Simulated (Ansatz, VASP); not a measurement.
# One calculation of MgSn2N2, two programs

```xyz
5
Lattice="-2.5307 2.5307 3.9281 2.5307 -2.5307 3.9281 2.5307 2.5307 -3.9281" Properties=species:S:1:pos:R:3 pbc="T T T"
Mg    0.0000    0.0000    0.0000
Sn    0.0000    2.5307    0.0000
Sn    2.5307    0.0000    0.0000
N     0.0000    2.5307    1.9640
N     2.5307    0.0000    1.9640
```

Alike in both runs: task single point; functional PBE; k mesh 6 × 6 × 6; occupations gaussian, width 0.1 eV; no spin polarisation.

|  | VASP | Ansatz |
| --- | --- | --- |
| version | VASP 6.6.1 | Ansatz 0.2.0 |
| potentials or method | VASP PAW PBE potentials, release 64 (Mg, Sn_d, N), cutoff 520 eV | scalar-relativistic, plane waves, PAW |
| valence electrons in the cell | 40 | 48 |

```tsv
	VASP	Ansatz	Ansatz less VASP
gap on the k mesh at the Fermi level (eV)	none	none	-
pressure (GPa)	16.7	16.8	+0.08
traceless stress, the component that is largest in VASP (GPa)	-1.72	-1.70	+0.022
```

A gap of «none» marks a metal or a gap that the smearing closes. VASP's potentials hold 40 valence electrons a cell and Ansatz's 48, so a difference there can come from the potentials and not from the codes.
